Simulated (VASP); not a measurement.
BaTe: single point with HSE06

Crystal: BaTe.

```
Ba Te
1.0
     0.04521    3.57760    3.57760
     3.57760    0.04521    3.57760
     3.57760    3.57760    0.04521
Ba Te
1 1
Direct
  0.00000 0.00000 0.00000
  0.50000 0.50000 0.50000
```

This cell differs from its parent crystal: strain along [111] +1.9%.

```
Program                            : VASP 6.6.1
Task                               : single point
Functional                         : HSE06
Potentials or basis                : VASP PAW PBE potentials, release 64 (Ba_sv, Te)
Cutoff                             : 520 eV
k mesh                             : 4 × 4 × 4
Occupations                        : gaussian, width 0.01 eV
Spin                               : no spin polarisation
Dipole correction                  : no
Grid for exact exchange (PRECFOCK) : Normal
Further INCAR settings             : ALGO = Normal; EDIFF = 1e-06; NBANDS = 15
Share of exact exchange            : 0.25
Screening parameter                : 0.2079 1/Å
```

The pressure is -0.6 GPa. The band gap on the k mesh is 2.31 eV (least direct gap 2.73 eV).

Stress tensor (GPa, compression positive):
```
-0.57 -0.16 -0.16
-0.16 -0.57 -0.16
-0.16 -0.16 -0.57
```

Levels at points of the mesh, in eV from the valence-band top:
```
           k point  band 6  band 7  band 8  band 9  band 10  band 11
(0.00, 0.00, 0.00)   -0.07    0.00    0.00    3.42     3.71     3.81
(0.50, 0.00, 0.00)   -2.29   -1.17   -1.09    4.81     5.56     5.81
(0.50, 0.50, 0.00)   -1.26   -0.48   -0.42    2.31     5.26     5.26
(0.50, 0.50, 0.50)   -2.30   -1.06   -1.06    4.85     5.57     5.75
```

Wall time 11 min on 1 thread of Intel(R) Xeon(R) 6975P-C (Granite Rapids) (shared host), peak memory 0.35 GiB.

Caveat: the cell differs from its parent crystal (strain along [111] +1.9%); the PAW data sets were made with another functional, which shifts forces and pressure a little; spin-orbit coupling is left out, which moves the levels of the heavy elements. A k mesh can miss the band edges.
